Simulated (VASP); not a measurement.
# BaTiO3 (Pm-3m) in VASP: notebook

Runs on BaTiO3. Level: PBE. Tasks: single point, relaxation of cell and atoms.

Everything below comes from runs of VASP 6.6.1. Logs are shortened: lines on timing, memory, paths and dates and some standing lists are left out, and cuts for length are marked.

**1. The cell of the first run**

The structure is cubic, space group Pm-3m (No. 221). The conventional cell has a = 4.019 Å, b = 4.019 Å, c = 4.019 Å, α = 90.00°, β = 90.00°, γ = 90.00°. Within 3.7 Å of Ba (site symmetry m-3m) lie 12 O at 2.84 Å and 8 Ti at 3.48 Å. Ti (site symmetry m-3m) has 6 O at 2.01 Å within 2.7 Å. Within 2.7 Å of O (site symmetry 4/mmm) lie 2 Ti at 2.01 Å.

**2. Single point, PBE**

The input, INCAR:

```
PREC = Accurate
ENCUT = 520
EDIFF = 1E-6
ISMEAR = 0
SIGMA = 0.1
LREAL = False
LASPH = True
NELM = 80
ALGO = Normal
ISIF = 2
LWAVE = False
LCHARG = False
GGA = PE
NBANDS = 28
```

The input, KPOINTS:

```
regular mesh
0
Gamma
  4 4 4
```

The input, POSCAR:

```
BaTiO3
1.0
    4.0194174579      0.0000000000      0.0000000000
    0.0000000000      4.0194174579      0.0000000000
    0.0000000000      0.0000000000      4.0194174579
Ba Ti O
1 1 3
Direct
    0.5000000000      0.5000000000      0.5000000000
    0.0000000000      0.0000000000      0.0000000000
    0.5000000000      0.0000000000      0.0000000000
    0.0000000000      0.5000000000      0.0000000000
    0.0000000000      0.0000000000      0.5000000000
```

Potentials or basis: VASP PAW PBE potentials, release 64 (Ba_sv, Ti_sv, O).

The run is started by

```
> cat potpaw_PBE.64/Ba_sv/POTCAR potpaw_PBE.64/Ti_sv/POTCAR potpaw_PBE.64/O/POTCAR > POTCAR
> mpirun -np 1 vasp_std > vasp.out
```

OUTCAR:

```text
PREC = Accurate
   ENCUT = 520
   EDIFF = 1E-6
   ISMEAR = 0
   LREAL = False
   LASPH = True
   NELM = 80
   ISIF = 2
   GGA = PE

 ion  position               nearest neighbor table
   1  0.500  0.500  0.500-   3 2.84   4 2.84   5 2.84   3 2.84   4 2.84   3 2.84   5 2.84   3 2.84
                             4 2.84   5 2.84   4 2.84   5 2.84   2 3.48   2 3.48   2 3.48   2 3.48
   2  0.000  0.000  0.000-   3 2.01   4 2.01   5 2.01   5 2.01   4 2.01   3 2.01   1 3.48   1 3.48
                             1 3.48   1 3.48   1 3.48   1 3.48   1 3.48   1 3.48
   3  0.500  0.000  0.000-   2 2.01   2 2.01   1 2.84   1 2.84   1 2.84   1 2.84
   4  0.000  0.500  0.000-   2 2.01   2 2.01   1 2.84   1 2.84   1 2.84   1 2.84
   5  0.000  0.000  0.500-   2 2.01   2 2.01   1 2.84   1 2.84   1 2.84   1 2.84

  LATTYP: Found a simple cubic cell.
 ALAT       =     4.0194174579

  Lattice vectors:

 A1 = (   4.0194174579,   0.0000000000,   0.0000000000)
 A2 = (   0.0000000000,   4.0194174579,   0.0000000000)
 A3 = (   0.0000000000,   0.0000000000,   4.0194174579)

Analysis of symmetry for initial positions (statically):
=====================================================================
 Subroutine PRICEL returns:
 Original cell was already a primitive cell.

 Routine SETGRP: Setting up the symmetry group for a
 simple cubic supercell.

 Subroutine GETGRP returns: Found 48 space group operations
 (whereof 48 operations were pure point group operations)
 out of a pool of 48 trial point group operations.

The static configuration has the point symmetry O_h .

Analysis of symmetry for dynamics (positions and initial velocities):
=====================================================================
 Subroutine PRICEL returns:
 Original cell was already a primitive cell.

 Routine SETGRP: Setting up the symmetry group for a
 simple cubic supercell.

 Subroutine GETGRP returns: Found 48 space group operations
 (whereof 48 operations were pure point group operations)
 out of a pool of 48 trial point group operations.

The dynamic configuration has the point symmetry O_h .

 Subroutine INISYM returns: Found 48 space group operations
 (whereof 48 operations are pure point group operations),
 and found     1 'primitive' translations

----------------------------------------------------------------------------------------

                                     Primitive cell

  volume of cell :      64.9366

  direct lattice vectors                    reciprocal lattice vectors
     4.019417458  0.000000000  0.000000000     0.248792272  0.000000000  0.000000000
[... 82 lines left out ...]
   NFREE  =      0    steps in history (QN), initial steepest desc. (CG)
   ISIF   =      2    stress and relaxation
   ISYM   =      2    0-nonsym 1-usesym 2-fastsym
   POTIM  = 0.5000    time-step for ionic-motion
   TEBEG  =    0.0;   TEEND  =   0.0 temperature during run
   PSTRESS=    0.0 pullay stress
   NELECT =      40.0000    total number of electrons
   NUPDOWN=      -1.0000    fix difference up-down
   EMIN   =  10.00;   EMAX   =-10.00  energy-range for DOS
   EFERMI =   0.00;   METHOD = LEGACY
   ISMEAR =     0;   SIGMA  =   0.10  broadening in eV -4-tet -1-fermi 0-gaus
   EFERMI_NEDOS =   21; number of points for ismear=-14 and -15
   IALGO  =     38    algorithm
   IMIX   =      4    mixing-type and parameters
     AMIX     =   0.40;   BMIX     =  1.00
     AMIX_MAG =   1.60;   BMIX_MAG =  1.00
  volume/ion in A,a.u.               =      12.99        87.64
  Fermi-wavevector in a.u.,A,eV,Ry     =   1.392938  2.632271 26.399053  1.940276
  Thomas-Fermi vector in A             =   2.516632
   LORBIT       =      0    0 simple, 1 ext, 2 COOP (PROOUT), +10 PAW based schemes
   GGA     = PE    functional components
   LHFCALC =     F    Hartree Fock is set to
   AEXX    =    0.0000 exact exchange contribution
   IVDW    =     0    specifies the selected vdW correction
   LEPSILON=     F    determine dielectric tensor
   LRPA    =     F    only Hartree local field effects (RPA)
 non-spin polarized calculation
 Gauss-broadening in eV      SIGMA  =   0.10
  energy-cutoff  :      520.00
  volume of cell :       64.94
 maximum number of plane-waves:      1763
 NGX is ok and might be reduce to    30
   NGX = 15   NGY = 15   NGZ = 15

 number of electron      39.9999976 magnetization

 Free energy of the ion-electron system (eV)
  ---------------------------------------------------
  ext. energy  EPLUGINS =         0.00000000
  ---------------------------------------------------
  free energy    TOTEN  =       -39.96481646 eV

  energy without entropy =      -39.96481646  energy(sigma->0) =      -39.96481646

 E-fermi :   4.1924     XC(G=0): -11.1937

 val. band max:        3.7416289830   @ k =   0.5000   0.5000   0.5000
 cond. band min:       5.4423936931   @ k =   0.0000   0.0000   0.0000
 fundamental gap:      1.7007647102
 Fermi energy:         4.1924223224

 k-point     1 :       0.0000    0.0000    0.0000
  band No.  band energies     occupation
      1     -52.9749      2.00000
      2     -29.1779      2.00000
      3     -29.1779      2.00000
      4     -29.1779      2.00000
      5     -21.1053      2.00000
      6     -13.1229      2.00000
[... 299 lines left out ...]
     27      11.2593      0.00000
     28      11.2593      0.00000

------------------------ aborting loop because EDIFF is reached ----------------------------------------

  FORCE on cell =-STRESS in cart. coord.  units (eV):
  Direction    XX          YY          ZZ          XY          YZ          ZX
  --------------------------------------------------------------------------------------
  -------------------------------------------------------------------------------------
  Total        0.6987632      0.6987632      0.6987632      0.0000000      0.0000000     -0.0000000
  in kB       17.2405560     17.2405560     17.2405560      0.0000000      0.0000000     -0.0000000
  external PRESSURE =      17.2405560 kB  Pullay stress =       0.0000000 kB

 VOLUME and BASIS-vectors are now :
 -----------------------------------------------------------------------------
  energy-cutoff  :      520.00
  volume of cell :       64.94
      direct lattice vectors                 reciprocal lattice vectors
     4.019417458  0.000000000  0.000000000     0.248792272  0.000000000  0.000000000
     0.000000000  4.019417458  0.000000000     0.000000000  0.248792272  0.000000000
     0.000000000  0.000000000  4.019417458     0.000000000  0.000000000  0.248792272

 POSITION                                       TOTAL-FORCE (eV/Angst)
 -----------------------------------------------------------------------------------
      2.00971      2.00971      2.00971         0.000000      0.000000      0.000000
      0.00000      0.00000      0.00000         0.000000      0.000000      0.000000
      2.00971      0.00000      0.00000         0.000000      0.000000      0.000000
      0.00000      2.00971      0.00000         0.000000      0.000000      0.000000
      0.00000      0.00000      2.00971         0.000000      0.000000      0.000000
 -----------------------------------------------------------------------------------
    total drift:                                0.000000     -0.000000      0.000000

  FREE ENERGIE OF THE ION-ELECTRON SYSTEM (eV)
  ---------------------------------------------------
  free  energy   TOTEN  =       -39.9648164617 eV

  energy  without entropy=      -39.9648164617  energy(sigma->0) =      -39.96481646
```

stdout:

```text
POSCAR found type information on POSCAR BaTiO
 POSCAR found :  3 types and       5 ions
 scaLAPACK will be used
 LDA part: xc-table for (Slater+PW92), standard interpolation
 POSCAR, INCAR and KPOINTS ok, starting setup
 FFT: planning ... GRIDC
 FFT: planning ... GRID_SOFT
 FFT: planning ... GRID
 WAVECAR not read
 entering main loop
```

Run time: 32 s. Hardware: 1 thread of Intel Xeon Platinum 8259CL at 2.50GHz (Skylake/Cascade Lake), shared host; peak memory 0.17 GiB.

Results:

```
Free energy            : -39.9648 eV
Pressure               : 1.7 GPa
Band gap on the k mesh : 1.70 eV, indirect (least direct gap 1.86 eV)
```

Caveat: spin-orbit coupling is left out, which moves the levels of the heavy elements. Expect the measured gap to be larger: semilocal functionals such as PBE lack the derivative discontinuity.

**3. Relaxation of cell and atoms, PBE**

This run uses another cell than the first one, of 12.86 Å³/atom, 0.990 times its volume.

The input, INCAR:

```
SYSTEM = BaTiO3
  PREC = Accurate
  ENCUT = 600
  EDIFF = 1E-7
  ISMEAR = 0
  SIGMA = 0.1
  LREAL = .False.
  LASPH = .True.
  NELM = 80
  ALGO = Normal
  ISIF = 3
  LWAVE = .False.
  LCHARG = .False.
  GGA = PE
  IBRION = 2
  NSW = 80
  EDIFFG = -0.01
```

The input, KPOINTS:

```
regular mesh
0
Gamma
  4 4 4
  0 0 0
```

Changes to POSCAR since step 2:

```diff
@@ -2,5 +2,5 @@
 1.0
-    4.0194174579      0.0000000000      0.0000000000
-    0.0000000000      4.0194174579      0.0000000000
-    0.0000000000      0.0000000000      4.0194174579
+    4.0060000000      0.0000000000      0.0000000000
+    0.0000000000      4.0060000000      0.0000000000
+    0.0000000000      0.0000000000      4.0060000000
 Ba Ti O
```

Potentials or basis: VASP PAW PBE potentials, release 64 (Ba_sv, Ti_sv, O).

The run is started by

```
> cat potpaw_PBE.64/Ba_sv/POTCAR potpaw_PBE.64/Ti_sv/POTCAR potpaw_PBE.64/O/POTCAR > POTCAR
> mpirun -np 1 vasp_std > vasp.out
```

It took 56 s on 1 thread of Intel Xeon Platinum 8259CL at 2.50GHz (Skylake/Cascade Lake), shared host; peak memory 0.2 GiB.

It converged, with:

| Quantity | Value |
| --- | --- |
| Free energy | -39.9730 eV |
| Relaxed volume | 13.11 Å³/atom |
| Relaxed cell | a = 4.032 Å, b = 4.032 Å, c = 4.032 Å, α = 90.00°, β = 90.00°, γ = 90.00° |
| Space group after relaxing (to 0.05 Å) | Pm-3m (No. 221) |
| Energy gained by relaxing | 2.6 meV/atom |
| Ionic steps | 3 |
| Pressure after relaxing | 0.0 GPa |
| Band gap on the k mesh | 1.68 eV, indirect (least direct gap 1.85 eV) |

Step by step:
```csv
step,energy change (eV),largest force (eV/Å),pressure (GPa),volume (Å³)
1,0.0000,0.0000,3.32,64.29
2,-0.0015,0.0000,-2.89,66.80
3,-0.0128,0.0000,0.00,65.56
```

Final structure:
```yaml
crystal:
  lattice:
    - [4.03226, 0.00000, 0.00000]
    - [0.00000, 4.03226, 0.00000]
    - [0.00000, 0.00000, 4.03226]
  atoms:
    - { symbol: Ba, position: [0.50000, 0.50000, 0.50000] }
    - { symbol: Ti, position: [0.00000, 0.00000, 0.00000] }
    - { symbol: O, position: [0.50000, 0.00000, 0.00000] }
    - { symbol: O, position: [0.00000, 0.50000, 0.00000] }
    - { symbol: O, position: [0.00000, 0.00000, 0.50000] }
```

Levels at points of the mesh, in eV from the valence-band top:
| k point | band 16 | band 17 | band 18 | band 19 | band 20 | band 21 | band 22 | band 23 | band 24 |
| --- | --- | --- | --- | --- | --- | --- | --- | --- | --- |
| (0.00, 0.00, 0.00) | -1.06 | -1.06 | -0.17 | -0.17 | -0.17 | 1.68 | 1.68 | 1.68 | 3.73 |
| (0.50, 0.00, 0.00) | -1.86 | -1.80 | -1.80 | -0.71 | -0.71 | 1.83 | 3.36 | 3.36 | 3.74 |
| (0.50, 0.50, 0.00) | -2.62 | -1.73 | -0.88 | -0.88 | -0.09 | 3.36 | 3.36 | 3.77 | 4.56 |
| (0.50, 0.50, 0.50) | -2.42 | -2.42 | 0.00 | 0.00 | 0.00 | 4.00 | 4.00 | 4.00 | 6.62 |

Caveat: spin-orbit coupling is left out, which moves the levels of the heavy elements. PBE gaps usually lie below the measured ones, often by a third to a half.

**4. Single point, PBE**

The input, INCAR:

```
PREC = Accurate
ENCUT = 910
EDIFF = 1E-6
ISMEAR = 0
SIGMA = 0.1
LREAL = False
LASPH = True
NELM = 120
ALGO = Normal
ISIF = 2
LWAVE = False
LCHARG = False
GGA = PE
NBANDS = 28
GGA_COMPAT = False
```

The input, KPOINTS:

```
regular mesh
0
Gamma
  4 4 4
```

Changes to POSCAR since step 3:

```diff
@@ -2,5 +2,5 @@
 1.0
-    4.0060000000      0.0000000000      0.0000000000
-    0.0000000000      4.0060000000      0.0000000000
-    0.0000000000      0.0000000000      4.0060000000
+    4.0194174579      0.0000000000      0.0000000000
+    0.0000000000      4.0194174579      0.0000000000
+    0.0000000000      0.0000000000      4.0194174579
 Ba Ti O
```

Potentials or basis: VASP PAW PBE potentials, release 64 (Ba_sv, Ti_sv, O_h).

The run is started by

```
> cat potpaw_PBE.64/Ba_sv/POTCAR potpaw_PBE.64/Ti_sv/POTCAR potpaw_PBE.64/O_h/POTCAR > POTCAR
> mpirun -np 1 vasp_std > vasp.out
```

It took 28 s on 1 thread of AMD EPYC 9R14 (Zen 4), shared host; peak memory 0.23 GiB.

The run converged. Its results:

- Free energy: -39.9886 eV
- Pressure: 1.4 GPa
- Band gap on the k mesh: 1.70 eV, indirect (least direct gap 1.86 eV)

Levels at points of the mesh, in eV from the valence-band top:
| k point | band 18 | band 19 | band 20 | band 21 | band 22 | band 23 |
| --- | --- | --- | --- | --- | --- | --- |
| (0.00, 0.00, 0.00) | -0.16 | -0.16 | -0.16 | 1.70 | 1.70 | 1.70 |
| (0.50, 0.00, 0.00) | -1.82 | -0.71 | -0.71 | 1.86 | 3.41 | 3.41 |
| (0.50, 0.50, 0.00) | -0.88 | -0.88 | -0.09 | 3.41 | 3.41 | 3.82 |
| (0.50, 0.50, 0.50) | 0.00 | 0.00 | 0.00 | 4.06 | 4.06 | 4.06 |

Caveat: the cutoff is under 1.25 times the usual one of these potentials, so pressure, stress and relaxed cells hold a basis-set (Pulay) error; spin-orbit coupling is left out, which moves the levels of the heavy elements. As with any semilocal functional, this PBE gap is likely too small.

**5. The runs side by side**

| task | potentials or basis | cell | cutoff (eV) | second run | gap on the mesh (eV) | pressure (GPa) |
| --- | --- | --- | --- | --- | --- | --- |
| single point | VASP PAW PBE potentials, release 64 (Ba_sv, Ti_sv, O) | a = 4.019 Å, 5 atoms | 520 | - | 1.70 | 1.7 |
| relaxation of cell and atoms | VASP PAW PBE potentials, release 64 (Ba_sv, Ti_sv, O) | relaxed from a = 4.006 Å, 5 atoms | 600 | - | 1.68 | 0.0 |
| single point | VASP PAW PBE potentials, release 64 (Ba_sv, Ti_sv, O_h) | a = 4.019 Å, 5 atoms | 910 | hard_potentials | 1.70 | 1.4 |

Alike in all rows: level PBE; no spin polarisation; k mesh 4 × 4 × 4; smearing gaussian 0.1 eV.

Caveats: spin-orbit coupling is left out, which moves the levels of the heavy elements; the cutoff is under 1.25 times the usual one of these potentials, so pressure, stress and relaxed cells hold a basis-set (Pulay) error (some runs).

Absolute energies hang on the potentials; compare differences alone.
